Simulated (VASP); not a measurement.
Input of a VASP 6.6.1 run:

Contents of INCAR:

```
SYSTEM = Cu
PREC = Accurate
ENCUT = 600
EDIFF = 1E-6
ISMEAR = -1
SIGMA = 0.1
LREAL = .False.
LASPH = .True.
NELM = 120
ALGO = Normal
ISIF = 2
LWAVE = .False.
LCHARG = .True.
GGA = PS
LELF = .True.
LVHAR = .True.
NBANDS = 12
GGA_COMPAT = .False.
```

Contents of KPOINTS:

```
regular mesh
0
Gamma
  9 9 9
  0 0 0
```

File POSCAR:

```
Cu
1.0
    2.3591528891      0.0000000000      0.0000000000
    0.0000000000      2.3591528891      0.0000000000
    0.0000000000      0.0000000000      2.3591528891
Cu
1
Direct
    0.0000000000      0.0000000000      0.0000000000
```

Potentials or basis: VASP PAW PBE potentials, release 64 (Cu).

The run is started by

```console
$ cat potpaw_PBE.64/Cu/POTCAR > POTCAR
$ mpirun -np 1 vasp_std > vasp.out
```

Q: Predict the pressure.

A: 0.9 GPa.

Caveat: the PAW data sets were made with another functional, which shifts forces and pressure a little.
